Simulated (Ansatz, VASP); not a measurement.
## One calculation of ZnS, two programs

```
Zn S
1.0
     0.00000    2.70465    2.70465
     2.70465    0.00000    2.70465
     2.70465    2.70465    0.00000
Zn S
1 1
Direct
  0.00000 0.00000 0.00000
  0.75000 0.75000 0.75000
```

Alike in both runs: task single point; functional PBE; k mesh 8 × 8 × 8; occupations gaussian, width 0.05 eV; no spin polarisation.

|  | VASP | Ansatz |
| --- | --- | --- |
| version | VASP 6.6.1 | Ansatz 0.2.0 |
| potentials or method | VASP PAW PBE potentials, release 64 (Zn, S), cutoff 520 eV | all-electron LAPW, scalar-relativistic |

|  | VASP | Ansatz | Ansatz less VASP |
| --- | --- | --- | --- |
| gap on the k mesh at the Fermi level (eV) | 2.10 | 2.10 | -0.001 |
| pressure (GPa) | 1.5 | 1.4 | -0.15 |

Ansatz ran all-electron here, and VASP with PAW potentials.
